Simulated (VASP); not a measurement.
Write the native input for VASP 6.6.1 that does the following.

| Item | Value |
| --- | --- |
| Task | single point |
| Functional | LDA |
| Potentials or basis | VASP PAW LDA potentials, release 64 (Sc_sv, Ir_sv_GW) |
| Cutoff | 560 eV |
| k mesh | 14 × 14 × 14 |
| Occupations | fermi-dirac, width 0.08 eV |
| Spin | no spin polarisation |
| Dipole correction | no |
| Further INCAR settings | ALGO = Normal; EDIFF = 1e-06; NBANDS = 21 |

The structure of ScIr lies in POSCAR:

```
ScIr
1.0
    3.1618550561      0.0000000000      0.0000000000
    0.0000000000      3.1618550561      0.0000000000
    0.0000000000      0.0000000000      3.1618550561
Sc Ir
1 1
Direct
    0.5000000000      0.5000000000      0.5000000000
    0.0000000000      0.0000000000      0.0000000000
```

These files were run (other wordings do the same):

INCAR

```
ALGO = Normal
EDIFF = 1E-6
ENCUT = 560
GGA = CA
GGA_COMPAT = False
ISIF = 2
ISMEAR = -1
LASPH = True
LCHARG = False
LREAL = False
LWAVE = False
NBANDS = 21
NELM = 120
PREC = Accurate
SIGMA = 0.08
```

KPOINTS

```
k-points
0
Gamma
  14 14 14
```

Potentials or basis: VASP PAW LDA potentials, release 64 (Sc_sv, Ir_sv_GW).

Run with:

```bash
$ cat potpaw_LDA.64/Sc_sv/POTCAR potpaw_LDA.64/Ir_sv_GW/POTCAR > POTCAR
$ mpirun -np 1 vasp_std > vasp.out
```

It gave:

- Pressure: 0.2 GPa
- Band gap on the k mesh: zero (bands 14 and 15 overlap by 0.63 eV)

Caveat: spin-orbit coupling is left out, which moves the levels of the heavy elements.

Wall time 53 s on 1 thread of Intel(R) Xeon(R) Platinum 8124M CPU @ 3.00GHz (Skylake/Cascade Lake), on a shared host, peak memory 0.21 GiB.
